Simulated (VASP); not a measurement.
Set up this calculation in VASP 6.6.1, as the native input.

| Item | Value |
| --- | --- |
| Task | single point |
| Functional | PBE |
| Potentials or basis | VASP PAW PBE potentials, release 64 (Ta_pv, W_sv) |
| Cutoff | 400 eV |
| k mesh | 10 × 10 × 10 |
| Occupations | gaussian, width 0.1 eV |
| Spin | no spin polarisation |
| Dipole correction | no |
| k mesh for the DOS | 15 × 15 × 15 |
| Occupations for the DOS | tetrahedron |
| Further INCAR settings | ALGO = Normal; EDIFF = 1e-06; NBANDS = 42 |

Crystal: TaW4.

```
CELL_PARAMETERS angstrom
-3.01911 3.01911 2.31683
3.01911 -3.01911 2.31683
3.01911 3.01911 -2.31683
ATOMIC_POSITIONS crystal
Ta 0.00000 0.00000 0.00000
W 0.41156 0.79831 0.20986
W 0.58844 0.20169 0.79014
W 0.20169 0.41156 0.61325
W 0.79831 0.58844 0.38675
```

One way to write it, as run:

POSCAR

```
TaW4
1.0
   -3.0191099275      3.0191099275      2.3168258832
    3.0191099275     -3.0191099275      2.3168258832
    3.0191099275      3.0191099275     -2.3168258832
Ta W
1 4
Direct
    0.0000000000      0.0000000000      0.0000000000
    0.4115562765      0.7983064771      0.2098627536
    0.5884437235      0.2016935229      0.7901372464
    0.2016935229      0.4115562765      0.6132497993
    0.7983064771      0.5884437235      0.3867502007
```

INCAR.step1

```
ALGO = Normal
EDIFF = 1E-6
ENCUT = 400
GGA = PE
GGA_COMPAT = False
ISIF = 2
ISMEAR = 0
LASPH = True
LCHARG = True
LMAXMIX = 4
LORBIT = 11
LREAL = False
LWAVE = False
NBANDS = 42
NEDOS = 2001
NELM = 120
PREC = Accurate
SIGMA = 0.1
```

KPOINTS.step1

```
k-points
0
Gamma
  10 10 10
```

INCAR.step2

```
ALGO = Normal
EDIFF = 1E-6
ENCUT = 400
GGA = PE
GGA_COMPAT = False
ICHARG = 11
ISIF = 2
ISMEAR = -5
LASPH = True
LCHARG = False
LMAXMIX = 4
LORBIT = 10
LREAL = False
LWAVE = False
NBANDS = 42
NEDOS = 2001
NELM = 120
PREC = Accurate
SIGMA = 0.1
```

KPOINTS.step2

```
k-points
0
Gamma
  15 15 15
```

Potentials or basis: VASP PAW PBE potentials, release 64 (Ta_pv, W_sv).

Command:

```sh
$ cat potpaw_PBE.64/Ta_pv/POTCAR potpaw_PBE.64/W_sv/POTCAR > POTCAR
$ cp INCAR.step1 INCAR
$ cp KPOINTS.step1 KPOINTS
$ mpirun -np 1 vasp_std > vasp.out
$ cp INCAR.step2 INCAR
$ cp KPOINTS.step2 KPOINTS
$ mpirun -np 1 vasp_std > vasp.out
```

Results of the run:

```json
{"Valence electrons inside the program's atomic spheres": "Ta 8.91; W 12.04"}
```

Run time: 23 min on 1 thread of Intel Xeon 8259CL (shared host), peak memory 0.89 GiB.
